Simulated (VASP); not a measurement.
Write the native input for VASP 6.6.1 that does the following.

```
Task                   : single point
Functional             : r2SCAN
Potentials or basis    : VASP PAW PBE potentials, release 64 (Ti_sv, C)
Cutoff                 : 520 eV
k mesh                 : 18 × 18 × 18
Occupations            : gaussian, width 0.15 eV
Spin                   : no spin polarisation
Dipole correction      : no
Further INCAR settings : ALGO = Normal; EDIFF = 1e-06; NBANDS = 15
```

TiC:

```
CELL_PARAMETERS angstrom
0.00000 2.19646 2.09908
2.19646 0.00000 2.09908
2.19646 2.19646 0.00000
ATOMIC_POSITIONS crystal
Ti 0.00000 0.00000 0.00000
C 0.50000 0.50000 0.50000
```

This cell differs from its parent crystal: strain +0.015 along x and y, -0.030 along z.

These files were run (other wordings do the same):

POSCAR

```
TiC
1.0
    0.0000000000      2.1964600000      2.0990800000
    2.1964600000      0.0000000000      2.0990800000
    2.1964600000      2.1964600000      0.0000000000
Ti C
1 1
Direct
    0.0000000000      0.0000000000      0.0000000000
    0.5000000000      0.5000000000      0.5000000000
```

INCAR.step1

```
  ALGO = Normal
  EDIFF = 1E-4
  ENCUT = 520
  GGA = PE
  ISMEAR = 0
  LASPH = T
  LCHARG = F
  LREAL = F
  LWAVE = T
  NBANDS = 15
  NELM = 100
  PREC = Accurate
  SIGMA = 0.15
```

INCAR.step2

```
  ALGO = Normal
  EDIFF = 1E-6
  ENCUT = 520
  ISIF = 2
  ISMEAR = 0
  ISTART = 1
  LASPH = T
  LCHARG = F
  LMIXTAU = T
  LREAL = F
  LWAVE = F
  METAGGA = R2SCAN
  NBANDS = 15
  NELM = 100
  PREC = Accurate
  SIGMA = 0.15
```

KPOINTS

```
k-points
0
Gamma
  18 18 18
```

Potentials or basis: VASP PAW PBE potentials, release 64 (Ti_sv, C).

Command:

```sh
$ cat potpaw_PBE.64/Ti_sv/POTCAR potpaw_PBE.64/C/POTCAR > POTCAR
$ cp INCAR.step1 INCAR
$ mpirun -np 1 vasp_std > vasp.out
$ cp INCAR.step2 INCAR
$ mpirun -np 1 vasp_std > vasp.out
```

Results of the run:

| Quantity | Value |
| --- | --- |
| Pressure | 2.1 GPa |
| Band gap on the k mesh | zero (bands 8 and 9 overlap by 1.84 eV) |

Caveat: the cell differs from its parent crystal (strain +0.015 along x and y, -0.030 along z); the PAW data sets were made with another functional, which shifts forces and pressure a little.

It took 5.8 min on 1 thread of Intel Xeon 8259CL, with other jobs on the host, peak memory 0.27 GiB.
